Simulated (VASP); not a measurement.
Write the native input for VASP 6.6.1 that does the following.

```
Task                   : relaxation of shape and atoms at fixed volume
Functional             : r2SCAN
Potentials or basis    : VASP PAW PBE potentials, release 64 (H)
Cutoff                 : 600 eV
k mesh                 : 10 × 10 × 10
Occupations            : gaussian, width 0.02 eV
Spin                   : no spin polarisation
Dipole correction      : no
Further INCAR settings : ALGO = Normal; EDIFF = 1e-07; IBRION = 2; EDIFFG = -0.01; NSW = 50; ISIF = 4
```

H:

```
H
1.0
    -1.84293    1.84293    2.36341
     1.84293   -1.84293    2.36341
     1.84293    1.84293   -2.36341
H
2
Direct
  0.92075 0.92075 0.00000
  0.07925 0.07925 0.00000
```

These files were run (other wordings do the same):

POSCAR

```
H
1.0
   -1.8429338002      1.8429338002      2.3634095746
    1.8429338002     -1.8429338002      2.3634095746
    1.8429338002      1.8429338002     -2.3634095746
H
2
Direct
    0.9207517680      0.9207517680      0.0000000000
    0.0792482320      0.0792482320      0.0000000000
```

INCAR.step1

```
SYSTEM = H
PREC = Accurate
ENCUT = 600
ISMEAR = 0
SIGMA = 0.02
LREAL = .False.
LASPH = .True.
NELM = 60
GGA = PE
ALGO = Normal
EDIFF = 1E-4
LWAVE = .True.
LCHARG = .False.
```

INCAR.step2

```
SYSTEM = H
PREC = Accurate
ENCUT = 600
EDIFF = 1E-7
ISMEAR = 0
SIGMA = 0.02
LREAL = .False.
LASPH = .True.
NELM = 60
ALGO = Normal
ISIF = 4
LWAVE = .False.
LCHARG = .False.
METAGGA = R2SCAN
LMIXTAU = .True.
IBRION = 2
NSW = 50
EDIFFG = -0.01
ISTART = 1
```

KPOINTS

```
Automatic mesh
0
Gamma
  10 10 10
  0 0 0
```

Potentials or basis: VASP PAW PBE potentials, release 64 (H).

Launch:

```sh
$ cat potpaw_PBE.64/H/POTCAR > POTCAR
$ cp INCAR.step1 INCAR
$ mpirun -np 1 vasp_std > vasp.out
$ cp INCAR.step2 INCAR
$ mpirun -np 1 vasp_std > vasp.out
```

Results of the run:

```
Energy gained by relaxing : 0.5 meV/atom
Ionic steps               : 3
Pressure after relaxing   : 0.0 GPa
Band gap on the k mesh    : 10.35 eV (least direct gap 10.77 eV)
```

Caveat: the PAW data sets were made with another functional, which shifts forces and pressure a little.

Wall time 83 s on 1 thread of Intel(R) Xeon(R) 6975P-C (Granite Rapids), on a shared host, peak memory 0.16 GiB.
